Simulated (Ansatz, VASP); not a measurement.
# One calculation of MnSi7C8, two programs

File INCAR:

```
PREC = Accurate ; ENCUT = 520
EDIFF = 1E-6 ; ISMEAR = 0
SIGMA = 0.05 ; LREAL = Auto
LASPH = T ; NELM = 150
ALGO = Normal ; ISIF = 2
LWAVE = F ; LCHARG = F
ISPIN = 2 ; MAGMOM = 3 0 0 0 0 0 0 0 0 0 0 0 0 0 0 0
LORBIT = 11 ; LMAXMIX = 4
LDAU = T ; LDAUTYPE = 2
LDAUL = 2 -1 -1 ; LDAUU = 3.5 0 0
LDAUJ = 0 0 0 ; LDAUPRINT = 1
GGA = PS ; NBANDS = 54
```

Contents of KPOINTS:

```
regular mesh
0
Gamma
  3 3 3
```

POSCAR

```
MnSi7C8
1.0
    0.0000000000      4.3580000000      4.3580000000
    4.3580000000      0.0000000000      4.3580000000
    4.3580000000      4.3580000000      0.0000000000
Mn Si C
1 7 8
Direct
    0.0000000000      0.0000000000      1.0000000000
    0.9988277849      0.9988277849      0.5011722151
    0.9988277849      0.5011722151      0.9988277849
    0.9988277849      0.5011722151      0.5011722151
    0.5011722151      0.9988277849      0.9988277849
    0.5011722151      0.9988277849      0.5011722151
    0.5011722151      0.5011722151      0.9988277849
    0.5000000000      0.5000000000      0.5000000000
    0.1304116123      0.1304116123      0.1304116123
    0.1304116123      0.1304116123      0.6087651631
    0.1304116123      0.6087651631      0.1304116123
    0.1252462076      0.6249179308      0.6249179308
    0.6087651631      0.1304116123      0.1304116123
    0.6249179308      0.1252462076      0.6249179308
    0.6249179308      0.6249179308      0.1252462076
    0.6249179308      0.6249179308      0.6249179308
```

Input for Ansatz:

```yaml
crystal:
  lattice:
    - [0.0, 4.358, 4.358]
    - [4.358, 0.0, 4.358]
    - [4.358, 4.358, 0.0]
  atoms:
    - { symbol: Mn, position: [0.0, 0.0, 1.0], spin: 3.0 }
    - { symbol: Si, position: [0.9988277849, 0.9988277849, 0.5011722151] }
    - { symbol: Si, position: [0.9988277849, 0.5011722151, 0.9988277849] }
    - { symbol: Si, position: [0.9988277849, 0.5011722151, 0.5011722151] }
    - { symbol: Si, position: [0.5011722151, 0.9988277849, 0.9988277849] }
    - { symbol: Si, position: [0.5011722151, 0.9988277849, 0.5011722151] }
    - { symbol: Si, position: [0.5011722151, 0.5011722151, 0.9988277849] }
    - { symbol: Si, position: [0.5, 0.5, 0.5] }
    - { symbol: C, position: [0.1304116123, 0.1304116123, 0.1304116123] }
    - { symbol: C, position: [0.1304116123, 0.1304116123, 0.6087651631] }
    - { symbol: C, position: [0.1304116123, 0.6087651631, 0.1304116123] }
    - { symbol: C, position: [0.1252462076, 0.6249179308, 0.6249179308] }
    - { symbol: C, position: [0.6087651631, 0.1304116123, 0.1304116123] }
    - { symbol: C, position: [0.6249179308, 0.1252462076, 0.6249179308] }
    - { symbol: C, position: [0.6249179308, 0.6249179308, 0.1252462076] }
    - { symbol: C, position: [0.6249179308, 0.6249179308, 0.6249179308] }
basis:
  ecutwfc: 420
  ecutrho_ratio: 4
kpoints:
  mp_grid: { grid: [3, 3, 3] }
hamiltonian:
  xc: pbesol
  hubbard: { sites: [{ site: 0, l: d, u_eff: 3.5 }] }
scf:
  occupations: { method: gaussian, width: 0.05 }
output:
  forces: true
  stress: true
  eigenvalues: true
  populations: true
  hubbard: { sites: [{ site: 0, l: d }] }
  write_density: true
  write_potential: true
  elf: true
  volumetric_format: npy
magnetization:
  spin_polarized: true
```

Alike in both runs: task single point; functional PBEsol; k mesh 3 × 3 × 3; occupations gaussian, width 0.05 eV; collinear spin; Hubbard terms Mn d U = 3.5 eV.

```csv
,VASP,Ansatz
version,VASP 6.6.1,Ansatz 0.2.0
potentials or method,"VASP PAW PBE potentials, release 64 (Mn_pv, Si, C), cutoff 520 eV","scalar-relativistic, plane waves, PAW"
valence electrons in the cell,73,75
```

```tsv
	VASP	Ansatz	Ansatz less VASP
gap on the k mesh at the Fermi level (eV)	none	none	-
pressure (GPa)	4.5	4.5	-0.02
rms of the force components (eV/Å)	0.033	0.002	-0.0307
net moment per atom (μB)	0.19	0.19	0.000
size of the moment on the site where the two differ most (μB)	3.39	3.03	-0.363
```

VASP's potentials were made for PBE, not for PBEsol. Site moments also hang on the region over which each program counts them. The programs project onto different local orbitals, so the same U acts differently, and such runs can settle in different states. Atom by atom the forces differ by 0.033 eV/Å (rms over components). A gap of «none» marks a metal or a gap that the smearing closes. VASP's potentials hold 73 valence electrons a cell and Ansatz's 75, so a difference there can come from the potentials and not from the codes. Ansatz's warnings: filled band counts differ across k points.

The k mesh is coarse, so the values compare programs but aren't converged.
